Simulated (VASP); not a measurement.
# BaO (Fm-3m) in VASP: single point with PBEsol

Aim: the single point of BaO with PBEsol.

All numbers are computed with VASP 6.6.1; they aren't measurements. Logs are shortened: lines on timing, memory, paths and dates and some standing lists are left out, and cuts for length are marked.

**1. The cell of the first run**

It takes space group Fm-3m (No. 225, cubic). Conventional cell: a = 5.490 Å, b = 5.490 Å, c = 5.490 Å, α = 90.00°, β = 90.00°, γ = 90.00°. Ba (site symmetry m-3m) has 6 O at 2.75 Å within 3.6 Å. O (site symmetry m-3m) has 6 Ba at 2.75 Å within 3.6 Å.

**2. Single point, PBEsol**

Contents of INCAR:

```
SYSTEM = BaO
  PREC = Accurate
  ENCUT = 1340
  EDIFF = 1E-6
  ISMEAR = 0
  SIGMA = 0.02
  LREAL = .FALSE.
  LASPH = .TRUE.
  NELM = 120
  ALGO = Normal
  ISIF = 2
  LWAVE = .FALSE.
  LCHARG = .FALSE.
  GGA = PS
  NBANDS = 15
  GGA_COMPAT = .FALSE.
```

Contents of KPOINTS:

```
Automatic mesh
0
G
  8 8 8
  0 0 0
```

Contents of POSCAR:

```
BaO
1.0
    0.0000000000      2.7450541016      2.7450541016
    2.7450541016      0.0000000000      2.7450541016
    2.7450541016      2.7450541016      0.0000000000
Ba O
1 1
Direct
    0.0000000000      0.0000000000      0.0000000000
    0.5000000000      0.5000000000      0.5000000000
```

Potentials or basis: VASP PAW PBE potentials, release 64 (Ba_sv, O_h).

Run with:

```
cat potpaw_PBE.64/Ba_sv/POTCAR potpaw_PBE.64/O_h/POTCAR > POTCAR
mpirun -np 1 vasp_std > vasp.out
```

OUTCAR:

```text
SYSTEM = BaO
   PREC = Accurate
   ENCUT = 1340
   EDIFF = 1E-6
   ISMEAR = 0
   LREAL = .FALSE.
   LASPH = .TRUE.
   NELM = 120
   ISIF = 2
   GGA = PS

 ion  position               nearest neighbor table
   1  0.000  0.000  0.000-   2 2.75   2 2.75   2 2.75   2 2.75   2 2.75   2 2.75
   2  0.500  0.500  0.500-   1 2.75   1 2.75   1 2.75   1 2.75   1 2.75   1 2.75

  LATTYP: Found a face centered cubic cell.
 ALAT       =     5.4901082032

  Lattice vectors:

 A1 = (   0.0000000000,   2.7450541016,   2.7450541016)
 A2 = (   2.7450541016,   0.0000000000,   2.7450541016)
 A3 = (   2.7450541016,   2.7450541016,   0.0000000000)

Analysis of symmetry for initial positions (statically):
=====================================================================
 Subroutine PRICEL returns:
 Original cell was already a primitive cell.

 Routine SETGRP: Setting up the symmetry group for a
 face centered cubic supercell.

 Subroutine GETGRP returns: Found 48 space group operations
 (whereof 48 operations were pure point group operations)
 out of a pool of 48 trial point group operations.

The static configuration has the point symmetry O_h .

Analysis of symmetry for dynamics (positions and initial velocities):
=====================================================================
 Subroutine PRICEL returns:
 Original cell was already a primitive cell.

 Routine SETGRP: Setting up the symmetry group for a
 face centered cubic supercell.

 Subroutine GETGRP returns: Found 48 space group operations
 (whereof 48 operations were pure point group operations)
 out of a pool of 48 trial point group operations.

The dynamic configuration has the point symmetry O_h .

 Subroutine INISYM returns: Found 48 space group operations
 (whereof 48 operations are pure point group operations),
 and found     1 'primitive' translations

----------------------------------------------------------------------------------------

                                     Primitive cell

  volume of cell :      41.3697

  direct lattice vectors                    reciprocal lattice vectors
     0.000000000  2.745054102  2.745054102    -0.182145773  0.182145773  0.182145773
     2.745054102  0.000000000  2.745054102     0.182145773 -0.182145773  0.182145773
     2.745054102  2.745054102  0.000000000     0.182145773  0.182145773 -0.182145773

  length of vectors
     3.882092740  3.882092740  3.882092740     0.315485732  0.315485732  0.315485732

  position of ions in fractional coordinates (direct lattice)
     0.000000000  0.000000000  0.000000000
     0.500000000  0.500000000  0.500000000

  ion indices of the primitive-cell ions
   primitive index   ion index
                 1           1
                 2           2

[... 88 lines left out ...]
   IALGO  =     38    algorithm
   IMIX   =      4    mixing-type and parameters
     AMIX     =   0.40;   BMIX     =  1.00
     AMIX_MAG =   1.60;   BMIX_MAG =  1.00
  volume/ion in A,a.u.               =      20.68       139.59
  Fermi-wavevector in a.u.,A,eV,Ry     =   1.192762  2.253994 19.356764  1.422682
  Thomas-Fermi vector in A             =   2.328793
   LORBIT       =      0    0 simple, 1 ext, 2 COOP (PROOUT), +10 PAW based schemes
   GGA     = PS    functional components
   LHFCALC =     F    Hartree Fock is set to
   AEXX    =    0.0000 exact exchange contribution
   IVDW    =     0    specifies the selected vdW correction
   LEPSILON=     F    determine dielectric tensor
   LRPA    =     F    only Hartree local field effects (RPA)
 non-spin polarized calculation
 Gauss-broadening in eV      SIGMA  =   0.02
  energy-cutoff  :     1340.00
  volume of cell :       41.37
 maximum number of plane-waves:      4645
 NGX is ok and might be reduce to    48
   NGX = 23   NGY = 23   NGZ = 23

 number of electron      16.0000000 magnetization

 Free energy of the ion-electron system (eV)
  ---------------------------------------------------
  ext. energy  EPLUGINS =         0.00000000
  ---------------------------------------------------
  free energy    TOTEN  =       -12.39929237 eV

  energy without entropy =      -12.39929237  energy(sigma->0) =      -12.39929237

 E-fermi :   2.2327     XC(G=0):  -9.9810

 val. band max:        2.0829954361   @ k =   0.5000   0.5000   0.0000
 cond. band min:       3.8540984460   @ k =   0.5000   0.5000   0.0000
 fundamental gap:      1.7711030099
 Fermi energy:         2.2326749585

 k-point     1 :       0.0000    0.0000    0.0000
  band No.  band energies     occupation
      1     -23.7682      2.00000
      2     -12.9272      2.00000
      3      -8.2027      2.00000
      4      -8.2027      2.00000
      5      -8.2027      2.00000
      6       1.6562      2.00000
      7       1.6562      2.00000
      8       1.6562      2.00000
      9       5.5591      0.00000
     10       6.6949      0.00000
     11       6.6949      0.00000
     12       6.6949      0.00000
     13       9.0513      0.00000
     14       9.0513      0.00000
[... 401 lines left out ...]
      2     -13.5626      2.00000
      3      -8.8961      2.00000
      4      -8.8912      2.00000
      5      -8.3177      2.00000
      6       0.3985      2.00000
      7       1.0648      2.00000
      8       1.1293      2.00000
      9       6.8679      0.00000
     10       7.4844      0.00000
     11      10.0277      0.00000
     12      10.0463      0.00000
     13      12.3439      0.00000
     14      13.9551      0.00000
     15      14.3030      0.00000

 [... further k-points ...]

------------------------ aborting loop because EDIFF is reached ----------------------------------------

  FORCE on cell =-STRESS in cart. coord.  units (eV):
  Direction    XX          YY          ZZ          XY          YZ          ZX
  --------------------------------------------------------------------------------------
  -------------------------------------------------------------------------------------
  Total        0.4801401      0.4801401      0.4801401      0.0000000     -0.0000000      0.0000000
  in kB       18.5949870     18.5949870     18.5949870      0.0000000     -0.0000000      0.0000000
  external PRESSURE =      18.5949870 kB  Pullay stress =       0.0000000 kB

 VOLUME and BASIS-vectors are now :
 -----------------------------------------------------------------------------
  energy-cutoff  :     1340.00
  volume of cell :       41.37
      direct lattice vectors                 reciprocal lattice vectors
     0.000000000  2.745054102  2.745054102    -0.182145773  0.182145773  0.182145773
     2.745054102  0.000000000  2.745054102     0.182145773 -0.182145773  0.182145773
     2.745054102  2.745054102  0.000000000     0.182145773  0.182145773 -0.182145773

 POSITION                                       TOTAL-FORCE (eV/Angst)
 -----------------------------------------------------------------------------------
      0.00000      0.00000      0.00000         0.000000     -0.000000      0.000000
      2.74505      2.74505      2.74505         0.000000      0.000000     -0.000000
 -----------------------------------------------------------------------------------
    total drift:                               -0.000000     -0.000000     -0.000000

  FREE ENERGIE OF THE ION-ELECTRON SYSTEM (eV)
  ---------------------------------------------------
  free  energy   TOTEN  =       -12.3992923691 eV

  energy  without entropy=      -12.3992923691  energy(sigma->0) =      -12.39929237
```

OSZICAR:

```text
N       E                     dE             d eps       ncg     rms          rms(c)
DAV:   1     0.142033014060E+03    0.14203E+03   -0.13445E+04   870   0.211E+03
DAV:   2    -0.188232878038E+01   -0.14392E+03   -0.12326E+03  1207   0.279E+02
DAV:   3    -0.144819977968E+02   -0.12600E+02   -0.12351E+02  1115   0.816E+01
DAV:   4    -0.147576000847E+02   -0.27560E+00   -0.27538E+00  1028   0.124E+01
DAV:   5    -0.147621757178E+02   -0.45756E-02   -0.45755E-02  1115   0.162E+00    0.937E+00
DAV:   6    -0.126601719493E+02    0.21020E+01   -0.74160E+00  1066   0.204E+01    0.631E+00
DAV:   7    -0.124388786074E+02    0.22129E+00   -0.65695E-01  1010   0.667E+00    0.247E+00
DAV:   8    -0.124008912252E+02    0.37987E-01   -0.12229E-01  1066   0.369E+00    0.434E-01
DAV:   9    -0.123986347105E+02    0.22565E-02   -0.76617E-03  1150   0.864E-01    0.186E-01
DAV:  10    -0.123992944681E+02   -0.65976E-03   -0.17067E-03   968   0.374E-01    0.386E-02
DAV:  11    -0.123992933913E+02    0.10768E-05   -0.11825E-04  1059   0.101E-01    0.180E-02
DAV:  12    -0.123992923732E+02    0.10181E-05   -0.98073E-06   996   0.322E-02    0.330E-03
DAV:  13    -0.123992923691E+02    0.40450E-08   -0.80872E-07   902   0.861E-03
   1 F= -.12399292E+02 E0= -.12399292E+02  d E =-.312980E-28
```

Run time: 94 s. Hardware: 1 thread of Intel Xeon Platinum 8259CL at 2.50GHz (Skylake/Cascade Lake), shared host; peak memory 0.35 GiB.

Results:

- Free energy: -12.3993 eV
- Pressure: 1.9 GPa
- Band gap on the k mesh: 1.77 eV

Levels at points of the mesh, in eV from the valence-band top:
| k point | band 6 | band 7 | band 8 | band 9 | band 10 | band 11 |
| --- | --- | --- | --- | --- | --- | --- |
| (0.00, 0.00, 0.00) | -0.43 | -0.43 | -0.43 | 3.48 | 4.61 | 4.61 |
| (0.50, 0.00, 0.00) | -2.17 | -1.63 | -1.63 | 4.88 | 7.22 | 7.22 |
| (0.50, 0.50, 0.00) | -0.20 | -0.20 | 0.00 | 1.77 | 6.03 | 9.02 |

Caveat: the PAW data sets were made with another functional, which shifts forces and pressure a little; spin-orbit coupling is left out, which moves the levels of the heavy elements. A k mesh can miss the band edges.
